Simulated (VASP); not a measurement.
Crystal: BAs2.

```xyz
6
Lattice="-3.0541 3.0541 2.8472 3.0541 -3.0541 2.8472 3.0541 3.0541 -2.8472" Properties=species:S:1:pos:R:3 pbc="T T T"
B     0.0000    0.0000    4.4280
B     0.0000    0.0000    1.2664
As    4.5481    0.0000    0.0000
As    1.5602    0.0000    0.0000
As    0.0000    4.5481    0.0000
As    0.0000    1.5602    0.0000
```

```yaml
Program: VASP 6.6.1
Task: relaxation of cell and atoms
Functional: PBE
Potentials_or_basis: VASP PAW PBE potentials, release 64 (B, As)
Cutoff: 600 eV
k_mesh: 4 × 4 × 4
Occupations: gaussian, width 0.1 eV
Spin: no spin polarisation
```

At the start: pressure 35.6 GPa; volume 17.71 Å³/atom.

Problem. How do energy, volume and symmetry change on relaxing?

Solution. Over 33 steps the energy falls by 1241.3 meV/atom and the volume is 18.80 Å³/atom (+6.2 %); space group I4/mmm (No. 139, to 0.05 Å).

Step by step:
```csv
step,energy change (eV),largest force (eV/Å),pressure (GPa),volume (Å³)
1,0.0000,8.6245,35.61,106.23
2,1.6654,0.6078,-11.65,177.23
3,0.0388,1.4400,-12.56,161.01
4,-1.6817,1.9731,-12.12,146.89
5,-3.7838,1.1079,-3.91,125.59
6,-3.7749,0.6342,4.80,117.25
7,-3.8934,0.4967,-0.68,121.87
8,-3.8964,0.3624,-0.01,121.23
9,-3.8956,0.4291,-0.34,121.54
10,-4.0254,0.2973,-0.67,121.62
11,-4.5380,0.5481,-1.44,121.18
12,-5.5533,2.9772,-0.63,117.00
13,-5.5854,3.4730,0.12,115.66
14,-5.6421,3.5297,-0.16,115.71
15,-5.8002,3.6781,-0.86,115.77
16,-6.0159,3.5638,-1.43,115.41
17,-5.9316,1.0289,2.00,112.74
18,-5.9239,2.5592,0.52,113.92
19,-6.0595,1.9426,-0.17,114.09
20,-6.3519,0.7159,-1.56,114.55
21,-6.1021,6.7108,-1.47,115.16
22,-6.4122,1.5347,-1.84,114.75
23,-6.4960,1.7088,-1.82,114.66
24,-6.7276,2.2917,-1.63,114.29
25,-6.9992,3.7909,-0.75,113.20
26,-7.2895,1.7955,-0.67,112.80
27,-7.4331,0.3395,0.17,112.12
28,-7.4334,0.4139,0.22,112.09
29,-7.4333,0.4745,0.27,112.07
30,-7.4376,0.4254,0.33,112.13
31,-7.4451,0.2597,0.53,112.33
32,-7.4455,0.2041,0.59,112.39
33,-7.4477,0.0237,0.23,112.81
```

Final structure:
```yaml
crystal:
  lattice:
    - [-3.63988, 3.63988, 2.12862]
    - [3.63988, -3.63988, 2.12862]
    - [3.63988, 3.63988, -2.12862]
  atoms:
    - { symbol: B, position: [0.69269, 0.69269, 0.00000] }
    - { symbol: B, position: [0.30732, 0.30732, 0.00000] }
    - { symbol: As, position: [0.00000, 0.74978, 0.74978] }
    - { symbol: As, position: [0.00000, 0.25022, 0.25022] }
    - { symbol: As, position: [0.74978, 0.00000, 0.74978] }
    - { symbol: As, position: [0.25022, 0.00000, 0.25022] }
```

Caveat: the k points lie up to 0.43 Å⁻¹ apart in the final cell.
